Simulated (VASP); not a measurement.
# CdSe (gw) (R3m) in VASP: further runs

Runs on CdSe (gw). Level: PBEsol. Tasks: single point.

Program: VASP 6.6.1. These are calculated values, not measurements. Logs are shortened: lines on timing, memory, paths and dates and some standing lists are left out, and cuts for length are marked.

## Step 1: The cell of the first run

It takes space group R3m (No. 160, trigonal). The conventional cell has a = 4.313 Å, b = 4.313 Å, c = 10.429 Å, α = 90.00°, β = 90.00°, γ = 120.00°. Cd (site symmetry 3m) has 4 Se at 2.63 Å within 3.5 Å. Within 3.5 Å of Se (site symmetry 3m) lie 4 Cd at 2.63 Å.

## Step 2: Single point, PBEsol

Contents of INCAR:

```
  ALGO = Normal
  EDIFF = 1E-6
  ENCUT = 500
  GGA = PS
  GGA_COMPAT = F
  ISIF = 2
  ISMEAR = 0
  LASPH = T
  LCHARG = F
  LREAL = F
  LWAVE = F
  NBANDS = 16
  NELM = 120
  PREC = Accurate
  SIGMA = 0.01
```

Contents of KPOINTS:

```
k-points
0
Gamma
  3 3 3
```

Contents of POSCAR:

```
CdSe
1.0
   -0.0262719512      3.0237984006      3.0237984006
    3.0237984006     -0.0262719512      3.0237984006
    3.0237984006      3.0237984006     -0.0262719512
Cd Se
1 1
Direct
   -0.0009102040     -0.0009102040     -0.0009102040
    0.2509102040      0.2509102040      0.2509102040
```

Potentials or basis: VASP PAW PBE potentials, release 64 (Cd, Se).

On the command line:

```console
$ cat potpaw_PBE.64/Cd/POTCAR potpaw_PBE.64/Se/POTCAR > POTCAR
$ mpirun -np 1 vasp_std > vasp.out
```

OUTCAR:

```text
EDIFF = 1E-6
   ENCUT = 500
   GGA = PS
   ISIF = 2
   ISMEAR = 0
   LASPH = T
   LREAL = F
   NELM = 120
   PREC = Accurate

 ion  position               nearest neighbor table
   1  0.999  0.999  0.999-   2 2.63   2 2.63   2 2.63   2 2.63
   2  0.251  0.251  0.251-   1 2.63   1 2.63   1 2.63   1 2.63

  LATTYP: Found a trigonal (rhomboedric) cell.
 ALAT       =     4.2763774097
 COS(alpha) =     0.4912930628

  Lattice vectors:

 A1 = (  -0.0262719512,   3.0237984006,   3.0237984006)
 A2 = (   3.0237984006,  -0.0262719512,   3.0237984006)
 A3 = (   3.0237984006,   3.0237984006,  -0.0262719512)

Analysis of symmetry for initial positions (statically):
=====================================================================
 Subroutine PRICEL returns:
 Original cell was already a primitive cell.

 Routine SETGRP: Setting up the symmetry group for a
 trigonal (rhombohedral) supercell.

 Subroutine GETGRP returns: Found  6 space group operations
 (whereof  6 operations were pure point group operations)
 out of a pool of 12 trial point group operations.

The static configuration has the point symmetry C_3v.

Analysis of symmetry for dynamics (positions and initial velocities):
=====================================================================
 Subroutine PRICEL returns:
 Original cell was already a primitive cell.

 Routine SETGRP: Setting up the symmetry group for a
 trigonal (rhombohedral) supercell.

 Subroutine GETGRP returns: Found  6 space group operations
 (whereof  6 operations were pure point group operations)
 out of a pool of 12 trial point group operations.

The dynamic configuration has the point symmetry C_3v.

 Subroutine INISYM returns: Found  6 space group operations
 (whereof  6 operations are pure point group operations),
 and found     1 'primitive' translations

----------------------------------------------------------------------------------------

                                     Primitive cell

  volume of cell :      56.0160

  direct lattice vectors                    reciprocal lattice vectors
    -0.026271951  3.023798401  3.023798401    -0.163215391  0.164645899  0.164645899
     3.023798401 -0.026271951  3.023798401     0.164645899 -0.163215391  0.164645899
     3.023798401  3.023798401 -0.026271951     0.164645899  0.164645899 -0.163215391

  length of vectors
     4.276377410  4.276377410  4.276377410     0.284351557  0.284351557  0.284351557

  position of ions in fractional coordinates (direct lattice)
     0.999089796  0.999089796  0.999089796
     0.250910204  0.250910204  0.250910204

  ion indices of the primitive-cell ions
   primitive index   ion index
                 1           1
                 2           2

----------------------------------------------------------------------------------------

 KPOINTS: k-points

Automatic generation of k-mesh.
 Grid dimensions read from file:
 generate k-points for:    3    3    3

 Generating k-lattice:

  Cartesian coordinates                     Fractional coordinates (reciprocal lattice)
    -0.054405130  0.054881966  0.054881966     0.333333333 -0.000000000 -0.000000000
     0.054881966 -0.054405130  0.054881966    -0.000000000  0.333333333 -0.000000000
     0.054881966  0.054881966 -0.054405130    -0.000000000 -0.000000000  0.333333333

  Length of vectors
     0.094783852  0.094783852  0.094783852

  Shift w.r.t. Gamma in fractional coordinates (k-lattice)
     0.000000000  0.000000000  0.000000000

 Subroutine IBZKPT returns following result:
 ===========================================

 Found      6 irreducible k-points:

 Following reciprocal coordinates:
            Coordinates               Weight
  0.000000  0.000000  0.000000      1.000000
  0.333333  0.000000  0.000000      6.000000
  0.333333  0.333333  0.000000      6.000000
 -0.333333  0.333333  0.000000      6.000000
  0.333333  0.333333  0.333333      2.000000
 -0.333333  0.333333  0.333333      6.000000
   k-points           NKPTS =      6   k-points in BZ     NKDIM =      6   number of bands    NBANDS=     16
   number of dos      NEDOS =    301   number of ions     NIONS =      2
   total plane-waves  NPLWV =  32768
   dimension x,y,z NGX =    32 NGY =   32 NGZ =   32
   dimension x,y,z NGXF=    64 NGYF=   64 NGZF=   64
   ions per type =               1   1
   NGX,Y,Z   is equivalent  to a cutoff of  12.44, 12.44, 12.44 a.u.
   NGXF,Y,Z  is equivalent  to a cutoff of  24.88, 24.88, 24.88 a.u.
 SYSTEM =  unknown system
   PREC   = accura    normal or accurate (medium, high low for compatibility)
   ISTART =      0    job   : 0-new  1-cont  2-samecut
   ICHARG =      2    charge: 1-file 2-atom 10-const
   ISPIN  =      1    spin polarized calculation?
   LNONCOLLINEAR =      F non collinear calculations
   LSORBIT =      F    spin-orbit coupling
   LASPH  =      T    aspherical Exc in radial PAW
   ENCUT  =  500.0 eV  36.75 Ry    6.06 a.u.   7.80  7.80  7.80*2*pi/ulx,y,z
   NELM   =    120;   NELMIN=  2; NELMDL= -5     # of ELM steps
   EDIFF  = 0.1E-05   stopping-criterion for ELM
   LREAL  =      F    real-space projection
   EDIFFG = 0.1E-04   stopping-criterion for IOM
   NSW    =      0    number of steps for IOM
   IBRION =     -1    ionic relax: 0-MD 1-quasi-New 2-CG
   NFREE  =      0    steps in history (QN), initial steepest desc. (CG)
   ISIF   =      2    stress and relaxation
   ISYM   =      2    0-nonsym 1-usesym 2-fastsym
   POTIM  = 0.5000    time-step for ionic-motion
   TEBEG  =    0.0;   TEEND  =   0.0 temperature during run
   PSTRESS=    0.0 pullay stress
   NELECT =      18.0000    total number of electrons
   NUPDOWN=      -1.0000    fix difference up-down
   EMIN   =  10.00;   EMAX   =-10.00  energy-range for DOS
   EFERMI =   0.00;   METHOD = LEGACY
   ISMEAR =     0;   SIGMA  =   0.01  broadening in eV -4-tet -1-fermi 0-gaus
   EFERMI_NEDOS =   21; number of points for ismear=-14 and -15
   IALGO  =     38    algorithm
   IMIX   =      4    mixing-type and parameters
     AMIX     =   0.40;   BMIX     =  1.00
     AMIX_MAG =   1.60;   BMIX_MAG =  1.00
  volume/ion in A,a.u.               =      28.01       189.01
  Fermi-wavevector in a.u.,A,eV,Ry     =   1.121317  2.118982 17.107310  1.257352
  Thomas-Fermi vector in A             =   2.257970
   LORBIT       =      0    0 simple, 1 ext, 2 COOP (PROOUT), +10 PAW based schemes
   GGA     = PS    functional components
   LHFCALC =     F    Hartree Fock is set to
   AEXX    =    0.0000 exact exchange contribution
   IVDW    =     0    specifies the selected vdW correction
   LEPSILON=     F    determine dielectric tensor
   LRPA    =     F    only Hartree local field effects (RPA)
 non-spin polarized calculation
 Gauss-broadening in eV      SIGMA  =   0.01
  energy-cutoff  :      500.00
  volume of cell :       56.02
 maximum number of plane-waves:      1430
   NGX = 15   NGY = 15   NGZ = 15

 number of electron      18.0000001 magnetization

 Free energy of the ion-electron system (eV)
  ---------------------------------------------------
  ext. energy  EPLUGINS =         0.00000000
  ---------------------------------------------------
  free energy    TOTEN  =        -5.95256390 eV

  energy without entropy =       -5.95256390  energy(sigma->0) =       -5.95256390

 E-fermi :   1.0579     XC(G=0):  -9.0780

 val. band max:        0.9801823397   @ k =   0.0000   0.0000   0.0000
 cond. band min:       1.3819686620   @ k =   0.0000   0.0000   0.0000
 fundamental gap:      0.4017863223
 Fermi energy:         1.0578840389

 k-point     1 :       0.0000    0.0000    0.0000
  band No.  band energies     occupation
      1     -11.6862      2.00000
      2      -7.0836      2.00000
      3      -7.0836      2.00000
      4      -7.0777      2.00000
      5      -6.7060      2.00000
      6      -6.7060      2.00000
[... 8 lines left out ...]
     15      11.9612      0.00000
     16      11.9612      0.00000

 k-point     2 :       0.3333    0.0000    0.0000
  band No.  band energies     occupation
      1     -11.3979      2.00000
      2      -7.0048      2.00000
      3      -7.0031      2.00000
      4      -6.6979      2.00000
      5      -6.6970      2.00000
      6      -6.6895      2.00000
[... 8 lines left out ...]
     15      11.2975      0.00000
     16      11.4742      0.00000

 k-point     3 :       0.3333    0.3333    0.0000
  band No.  band energies     occupation
      1     -11.3027      2.00000
      2      -6.8917      2.00000
      3      -6.8898      2.00000
      4      -6.8841      2.00000
      5      -6.6609      2.00000
      6      -6.6017      2.00000
[... 8 lines left out ...]
     15      12.8249      0.00000
     16      14.9241      0.00000

 k-point     4 :      -0.3333    0.3333    0.0000
  band No.  band energies     occupation
      1     -11.2091      2.00000
      2      -6.9352      2.00000
      3      -6.8883      2.00000
      4      -6.7464      2.00000
      5      -6.6909      2.00000
      6      -6.2658      2.00000
[... 8 lines left out ...]
     15      11.6765      0.00000
     16      14.9060      0.00000

 k-point     5 :       0.3333    0.3333    0.3333
  band No.  band energies     occupation
      1     -11.3901      2.00000
      2      -7.0050      2.00000
      3      -7.0050      2.00000
      4      -6.6950      2.00000
      5      -6.6950      2.00000
      6      -6.6812      2.00000
[... 8 lines left out ...]
     15      11.3638      0.00000
     16      11.3638      0.00000

 k-point     6 :      -0.3333    0.3333    0.3333
  band No.  band energies     occupation
      1     -11.2053      2.00000
      2      -6.9385      2.00000
      3      -6.8868      2.00000
      4      -6.7435      2.00000
      5      -6.6929      2.00000
      6      -6.2558      2.00000
[... 8 lines left out ...]
     15      11.5995      0.00000
     16      14.8794      0.00000

------------------------ aborting loop because EDIFF is reached ----------------------------------------

  FORCE on cell =-STRESS in cart. coord.  units (eV):
  Direction    XX          YY          ZZ          XY          YZ          ZX
  --------------------------------------------------------------------------------------
  -------------------------------------------------------------------------------------
  Total        0.4984078      0.4984078      0.4984078      0.0632662      0.0632662      0.0632662
  in kB       14.2555387     14.2555387     14.2555387      1.8095495      1.8095495      1.8095495
  external PRESSURE =      14.2555387 kB  Pullay stress =       0.0000000 kB

 VOLUME and BASIS-vectors are now :
 -----------------------------------------------------------------------------
  energy-cutoff  :      500.00
  volume of cell :       56.02
      direct lattice vectors                 reciprocal lattice vectors
    -0.026271951  3.023798401  3.023798401    -0.163215391  0.164645899  0.164645899
     3.023798401 -0.026271951  3.023798401     0.164645899 -0.163215391  0.164645899
     3.023798401  3.023798401 -0.026271951     0.164645899  0.164645899 -0.163215391

 POSITION                                       TOTAL-FORCE (eV/Angst)
 -----------------------------------------------------------------------------------
      6.01584      6.01584      6.01584         0.000799      0.000799      0.000799
      1.51081      1.51081      1.51081        -0.000799     -0.000799     -0.000799
 -----------------------------------------------------------------------------------
    total drift:                                0.000041      0.000041      0.000041

  FREE ENERGIE OF THE ION-ELECTRON SYSTEM (eV)
  ---------------------------------------------------
  free  energy   TOTEN  =        -5.9525639014 eV

  energy  without entropy=       -5.9525639014  energy(sigma->0) =       -5.95256390
```

It used 6.8 s of CPU time on 1 thread of Intel Xeon 6975P-C (shared host).

Results:

```
Free energy            : -5.9526 eV
Pressure               : 1.4 GPa
Band gap on the k mesh : 0.40 eV, direct
```

Caveat: the k points lie up to 0.60 Å⁻¹ apart; the PAW data sets were made with another functional, which shifts forces and pressure a little. Expect the measured gap to be larger: semilocal functionals such as PBEsol lack the derivative discontinuity.

## Step 3: Single point, PBEsol

Contents of INCAR:

```
SYSTEM = CdSe
PREC     = Accurate       ! precision mode
ENCUT    = 500            ! plane-wave cutoff, eV
EDIFF    = 1E-6           ! SCF threshold, eV
ISMEAR   = 0              ! smearing method
SIGMA    = 0.01           ! smearing width, eV
LREAL    = .False.        ! projectors in reciprocal space
LASPH    = .True.         ! aspherical terms in the spheres
NELM     = 120            ! most SCF steps
ALGO     = Normal         ! electronic algorithm
ISIF     = 2              ! what is computed and relaxed
LWAVE    = .False.        ! write WAVECAR
LCHARG   = .False.        ! write CHGCAR
GGA      = PS             ! functional
NBANDS   = 16             ! bands
GGA_COMPAT= .False.
```

Contents of KPOINTS:

```
regular mesh
0
Gamma
  3 3 3
  0 0 0
```

POSCAR is that of step 2.

Potentials or basis: VASP PAW PBE potentials, release 64 (Cd, Se).

On the command line:

```console
$ cat potpaw_PBE.64/Cd/POTCAR potpaw_PBE.64/Se/POTCAR > POTCAR
$ mpirun -np 1 vasp_std > vasp.out
```

It used 6.9 s of CPU time on 1 thread of Intel Xeon 6975P-C, on a shared host.

It converged, with:

| Item | Value |
| --- | --- |
| Free energy | -5.9526 eV |
| Pressure | 1.4 GPa |
| Band gap on the k mesh | 0.40 eV, direct |

Stress tensor (GPa, compression positive):
```
1.43 0.18 0.18
0.18 1.43 0.18
0.18 0.18 1.43
```

Levels at points of the mesh, in eV from the valence-band top:
```tsv
k point	band 5	band 6	band 7	band 8	band 9	band 10	band 11	band 12	band 13	band 14
(0.00, 0.00, 0.00)	-7.69	-7.69	-0.06	-0.06	0.00	0.40	5.70	5.70	5.85	9.53
```

Caveat: the k points lie up to 0.60 Å⁻¹ apart; the PAW data sets were made with another functional, which shifts forces and pressure a little. PBEsol gaps usually lie below the measured ones, often by a third to a half.
